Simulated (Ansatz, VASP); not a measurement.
**Two plane-wave programs on Ca**

```xyz
1
Lattice="-2.2052 2.2052 2.1961 2.2052 -2.2052 2.1961 2.2052 2.2052 -2.1961" Properties=species:S:1:pos:R:3 pbc="T T T"
Ca    0.0000    0.0000    2.1961
```

Alike in both runs: task relaxation of cell and atoms; functional r2SCAN; dispersion rVV10; k mesh 9 × 9 × 9; occupations fermi-dirac, width 0.05 eV; no spin polarisation.

```csv
,VASP,Ansatz
version,VASP 6.6.1,Ansatz 0.2.0
potentials or method,"VASP PAW PBE potentials, release 64 (Ca_sv)",Ansatz PAW
plane-wave cutoff (eV),600,500
valence electrons in the cell,10,10
```

VASP gave:

```
gap on the k mesh at the Fermi level, each at its own relaxed structure (eV)  : none
relaxed volume (Å³/atom)                                                      : 43.06
relaxed length of the cell vector where the two differ most in proportion (Å) : 3.824
```

Task: Estimate Ansatz's values.

Result: gap on the k mesh at the Fermi level, each at its own relaxed structure (eV): none; relaxed volume (Å³/atom): 42.78; relaxed length of the cell vector where the two differ most in proportion (Å): 3.816.

VASP's potentials were made for PBE, not for r2SCAN. A gap of «none» marks a metal or a gap that the smearing closes.

Noted on Ansatz's run: the plane-wave basis is chosen anew once the cell has moved, so the energies of steps on either side of that aren't comparable.
